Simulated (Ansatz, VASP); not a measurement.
# Ti3Al in VASP and in Ansatz

```
CELL_PARAMETERS angstrom
2.85552 0.00000 0.00000
-1.42776 2.47295 0.00000
0.00000 0.00000 9.71763
ATOMIC_POSITIONS crystal
Ti 0.66667 0.33333 0.00000
Ti 0.33333 0.66667 0.74504
Ti 0.33333 0.66667 0.25496
Al 0.66667 0.33333 0.50000
```

Alike in both runs: task single point; functional PBE; k mesh 15 × 15 × 6; occupations gaussian, width 0.15 eV; no spin polarisation.

|  | VASP | Ansatz |
| --- | --- | --- |
| version | VASP 6.6.1 | Ansatz 0.2.0 |
| potentials or method | VASP PAW PBE potentials, release 64 (Ti_sv, Al), cutoff 520 eV | scalar-relativistic, plane waves, PAW |
| valence electrons in the cell | 39 | 39 |

```csv
,VASP,Ansatz,Ansatz less VASP
gap on the k mesh at the Fermi level (eV),none,none,-
pressure (GPa),-0.5,-0.4,+0.13
"traceless stress, the component that is largest in VASP (GPa)",-6.12,-6.17,-0.052
rms of the force components (eV/Å),0.044,0.042,-0.0023
```

Atom by atom the forces differ by 0.002 eV/Å (rms over components). A gap of «none» marks a metal or a gap that the smearing closes. With one functional, cell and mesh, what is left measures potentials, basis and numerics.
